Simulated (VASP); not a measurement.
# Pb (Im-3m) in VASP: a series of runs, part 2 of 2

VASP 6.6.1.

## Step 4: Relaxation of cell and atoms, PBE, target pressure 4.9 GPa, at which the enthalpy is minimised

This run uses another cell than the first one, of 29.04 Å³/atom, 1.005 times its volume.

INCAR

```
PREC = Accurate ; ENCUT = 600
EDIFF = 1E-6 ; ISMEAR = -1
SIGMA = 0.1 ; LREAL = F
LASPH = T ; NELM = 80
ALGO = Normal ; ISIF = 3
LWAVE = F ; LCHARG = F
GGA = PE ; IBRION = 2
NSW = 60 ; EDIFFG = -0.005
PSTRESS = 49.0
```

KPOINTS

```
Automatic mesh
0
Gamma
  14 14 14
```

POSCAR

```
Pb
1.0
   -1.9362954534      1.9362954534      1.9362954534
    1.9362954534     -1.9362954534      1.9362954534
    1.9362954534      1.9362954534     -1.9362954534
Pb
1
Direct
    0.0000000000      0.0000000000      0.0000000000
```

Potentials or basis: VASP PAW PBE potentials, release 64 (Pb_d).

Launch:

```bash
$ cat potpaw_PBE.64/Pb_d/POTCAR > POTCAR
$ mpirun -np 1 vasp_std > vasp.out
```

OUTCAR:

```text
PREC = Accurate
   ENCUT = 600
   EDIFF = 1E-6
   ISMEAR = -1
   LREAL = F
   LASPH = T
   NELM = 80
   ISIF = 3
   GGA = PE
   IBRION = 2
   NSW = 60
   EDIFFG = -0.005
   PSTRESS = 49.0

 ion  position               nearest neighbor table
   1  0.000  0.000  0.000-

  LATTYP: Found a body centered cubic cell.
 ALAT       =     3.8725909068

  Lattice vectors:

 A1 = (  -1.9362954534,   1.9362954534,   1.9362954534)
 A2 = (   1.9362954534,  -1.9362954534,   1.9362954534)
 A3 = (   1.9362954534,   1.9362954534,  -1.9362954534)

Analysis of symmetry for initial positions (statically):
=====================================================================
 Subroutine PRICEL returns:
[... 249 lines left out ...]
  free energy    TOTEN  =        -3.48690176 eV

  energy without entropy =       -3.46744633  energy(sigma->0) =       -3.47717405

 E-fermi :   7.8130     XC(G=0): -10.4249

 val. band max:        7.8065695639   @ k =   0.5000   0.5000   0.4286
 cond. band min:       7.8202314526   @ k =   0.3571   0.2143   0.0000
 fundamental gap:      0.0136618887
 Fermi energy:         7.8129822277

 k-point     1 :       0.0000    0.0000    0.0000
  band No.  band energies     occupation
      1      -9.3385      2.00000
      2      -9.3385      2.00000
      3      -9.3385      2.00000
      4      -9.0636      2.00000
      5      -9.0636      2.00000
      6      -4.2575      2.00000
      7      15.9339      0.00000
      8      15.9339      0.00000
      9      15.9339      0.00000
     10      19.0238      0.00000
     11      19.0238      0.00000
[... 309 lines left out ...]
 k-point    24 :       0.3571    0.2857    0.0000
  band No.  band energies     occupation
      1      -9.3845      2.00000
      2      -9.2018      2.00000
      3      -9.1458      2.00000
      4      -9.0576      2.00000
      5      -9.0122      2.00000
      6       0.5627      2.00000
      7       5.1095      2.00000
      8       6.3518      2.00000
      9      12.0884      0.00000
     10      18.7144      0.00000
     11      19.9329      0.00000

 [... further k-points ...]
[... 5 lines left out ...]
  --------------------------------------------------------------------------------------
  -------------------------------------------------------------------------------------
  Total        0.8838973      0.8838973      0.8838973     -0.0000000      0.0000000      0.0000000
  in kB       49.0316961     49.0316961     49.0316961     -0.0000000      0.0000000      0.0000000
  external PRESSURE =       0.0316961 kB  Pullay stress =      49.0000000 kB
[... 20 lines left out ...]
  energy  without entropy=       -3.4674463350  energy(sigma->0) =       -3.47717405

  enthalpy is  TOTEN    =        -2.6035758146 eV   P V=        0.8833259422

 reached required accuracy - stopping structural energy minimisation
```

OSZICAR:

```text
N       E                     dE             d eps       ncg     rms          rms(c)
DAV:   1     0.107969855968E+03    0.10797E+03   -0.82085E+03  2300   0.169E+03
[... 19 lines left out ...]
       N       E                     dE             d eps       ncg     rms          rms(c)
DAV:   1    -0.348872604820E+01   -0.47836E-02   -0.53817E-02  2690   0.533E+00    0.222E-01
DAV:   2    -0.348713622228E+01    0.15898E-02   -0.30759E-03  2645   0.126E+00    0.788E-02
DAV:   3    -0.348690623369E+01    0.22999E-03   -0.90514E-04  3080   0.651E-01    0.626E-03
DAV:   4    -0.348690395979E+01    0.22739E-05   -0.10642E-05  2426   0.386E-02    0.363E-03
DAV:   5    -0.348690175232E+01    0.22075E-05   -0.58361E-06  2474   0.217E-02    0.192E-03
DAV:   6    -0.348690175677E+01   -0.44456E-08   -0.26983E-07  1411   0.108E-02
   3 F= -.26035758E+01 E0= -.25938481E+01  d E =-.160030E-03
```

CONTCAR:

```text
Pb
   1.00000000000000
    -1.9328218748067216    1.9328218748067216    1.9328218748067216
     1.9328218748067216   -1.9328218748067216    1.9328218748067216
     1.9328218748067216    1.9328218748067216   -1.9328218748067216
  Pb
     1
Direct
     0.0000000000000000    0.0000000000000000    0.0000000000000000

  0.00000000E+00  0.00000000E+00  0.00000000E+00
```

It took 45 s on 1 thread of Intel Xeon Platinum 8488C (Sapphire Rapids), shared host; peak memory 0.19 GiB.

What came out:

```
Free energy                                            : -3.4869 eV
Relaxed volume                                         : 28.88 Å³/atom
Relaxed cell                                           : a = 3.348 Å, b = 3.348 Å, c = 3.348 Å, α = 109.47°, β = 109.47°, γ = 109.47°
Space group after relaxing (to 0.05 Å)                 : Im-3m (No. 229)
Energy change on relaxing (the enthalpy is what falls) : +4.6 meV/atom
Ionic steps                                            : 3
Pressure after relaxing                                : 4.9 GPa
Band gap on the k mesh                                 : zero (band 7 reaches 15.93 eV, above the bottom of band 8 at 5.68 eV)
```

The path:
| step | energy change (eV) | largest force (eV/Å) | pressure (GPa) | volume (Å³) |
| --- | --- | --- | --- | --- |
| 1 | 0.0000 | 0.0000 | 4.57 | 29.04 |
| 2 | 0.0076 | 0.0000 | 5.10 | 28.79 |
| 3 | 0.0046 | 0.0000 | 4.90 | 28.88 |

Final structure:
```
Pb
1.0
    -1.93282    1.93282    1.93282
     1.93282   -1.93282    1.93282
     1.93282    1.93282   -1.93282
Pb
1
Direct
  0.00000 0.00000 0.00000
```

Levels at points of the mesh, in eV from the Fermi level:
```
           k point  band 5  band 6  band 7  band 8  band 9  band 10
(0.00, 0.00, 0.00)  -16.88  -12.07    8.12    8.12    8.12    11.21
(0.50, 0.00, 0.00)  -16.71   -7.88   -4.26    3.65    5.34     7.89
(0.50, 0.50, 0.50)  -16.75   -4.90   -0.40   -0.40   -0.40     4.67
```

Caveat: the cell is relaxed towards a set pressure, so the enthalpy falls and the energy may rise; spin-orbit coupling is left out, which moves the levels of the heavy elements.

## Step 5: Overview

| task | cell | cutoff (eV) | gap on the mesh (eV) | pressure (GPa) |
| --- | --- | --- | --- | --- |
| single point | a = 3.348 Å, angles 109.5°, 1 atom | 520 | none | 4.8 |
| relaxation of cell and atoms | relaxed to 4.9 GPa from a = 3.348 Å, angles 109.5°, 1 atom | 600 | none | 4.9 |
| relaxation of cell and atoms | relaxed to 4.9 GPa from a = 3.354 Å, angles 109.5°, 1 atom | 600 | none | 4.9 |

Alike in all rows: level PBE; potentials or basis VASP PAW PBE potentials, release 64 (Pb_d); no spin polarisation; k mesh 14 × 14 × 14; smearing fermi-dirac 0.1 eV.

Caveats: spin-orbit coupling is left out, which moves the levels of the heavy elements; the cell is relaxed towards a set pressure, so the enthalpy falls and the energy may rise (some runs); the relaxation stopped at its first step, so nothing moved (some runs).

Total energies depend on the potentials used, so only differences within one code and one set of settings carry meaning.
